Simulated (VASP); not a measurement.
Wanted: the native input for a VASP 6.6.1 run.

* Task: single point
* Functional: PBE
* Potentials or basis: VASP PAW PBE potentials, release 64 (Pt, S)
* Cutoff: 520 eV
* k mesh: 12 × 12 × 8
* Occupations: gaussian, width 0.05 eV
* Spin: no spin polarisation
* Dipole correction: no
* Further INCAR settings: ALGO = Normal; EDIFF = 1e-06; NBANDS = 18

The structure of PtS2 lies in POSCAR:

```
PtS2
1.0
    3.5431994758      0.0000000000      0.0000000000
   -1.7715997379      3.0685007567      0.0000000000
    0.0000000000      0.0000000000      5.0388000000
Pt S
1 2
Direct
    0.0000000000      0.0000000000      0.0000000000
    0.2768871746      0.6666666667      0.2500000000
    0.6666666667      0.3333333333      0.7500000000
```

This cell differs from its parent crystal: atom 2 (S) moved by (-0.200, +0.000) A along x and y.

One way to write it, as run:

INCAR

```
SYSTEM = PtS2
PREC = Accurate
ENCUT = 520
EDIFF = 1E-6
ISMEAR = 0
SIGMA = 0.05
LREAL = .False.
LASPH = .True.
NELM = 100
ALGO = Normal
ISIF = 2
LWAVE = .False.
LCHARG = .True.
GGA = PE
LELF = .True.
LVHAR = .True.
NBANDS = 18
```

KPOINTS

```
regular mesh
0
Gamma
  12 12 8
  0 0 0
```

Potentials or basis: VASP PAW PBE potentials, release 64 (Pt, S).

Command:

```sh
$ cat potpaw_PBE.64/Pt/POTCAR potpaw_PBE.64/S/POTCAR > POTCAR
$ mpirun -np 1 vasp_std > vasp.out
```

Results of the run:

* Pressure: 3.5 GPa
* Largest force: 1.795 eV/Å
* Band gap on the k mesh: 0.40 eV (least direct gap 0.55 eV)

Caveat: the cell differs from its parent crystal (atom 2 (S) moved by (-0.200, +0.000) A along x and y); the cell stands under pressure; spin-orbit coupling is left out, which moves the levels of the heavy elements; forces of over 1 eV/Å act on the atoms, so gaps and moduli don't describe the material at rest.

Wall time 5.4 min on 1 thread of AMD EPYC 9R45 96-Core Processor (Zen 5), on a shared host, peak memory 0.58 GiB.
